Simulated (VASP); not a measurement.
La2Si2O3, 7 atoms in the cell. The structure is trigonal, space group R-3m (No. 166). Conventional cell: a = 5.554 Å, b = 5.554 Å, c = 13.259 Å, α = 90.00°, β = 90.00°, γ = 120.00°. Within 2.5 Å of O (site symmetry 2/m) lie 2 Si at 1.88 Å. Si (site symmetry 3m) has 3 O at 1.88 Å within 2.5 Å. Within 3.6 Å of La (site symmetry -3m) lie 6 O at 2.73 Å and 8 Si at 3.18 to 3.44 Å. Within 3.7 Å of La (site symmetry -3m) lie 6 O at 2.78 Å and 8 Si at 3.35 to 3.45 Å. 

```yaml
Program: VASP 6.6.1
Task: single point
Functional: r2SCAN
Potentials_or_basis: VASP PAW PBE potentials, release 64 (O, Si, La)
Cutoff: 520 eV
k_mesh: 8 × 8 × 8
Occupations: gaussian, width 0.2956 eV
Spin: no spin polarisation
Dipole_correction: no
Further_INCAR_settings: ALGO = Normal; EDIFF = 1e-06; NBANDS = 33
```

Potentials or basis: VASP PAW PBE potentials, release 64 (O, Si, La).

Run with:

```console
$ cat potpaw_PBE.64/O/POTCAR potpaw_PBE.64/Si/POTCAR potpaw_PBE.64/La/POTCAR > POTCAR
$ cp INCAR.step1 INCAR
$ mpirun -np 1 vasp_std > vasp.out
$ cp INCAR.step2 INCAR
$ mpirun -np 1 vasp_std > vasp.out
```

Hardware: 1 thread of Intel(R) Xeon(R) Platinum 8259CL CPU @ 2.50GHz (Skylake/Cascade Lake), on a shared host.

Task: Estimate the wall time of this run.

Result: Run time: 28 min on 1 thread of Intel(R) Xeon(R) Platinum 8259CL CPU @ 2.50GHz (Skylake/Cascade Lake), with other jobs on the host, peak memory 0.45 GiB. Counts: k points 65.
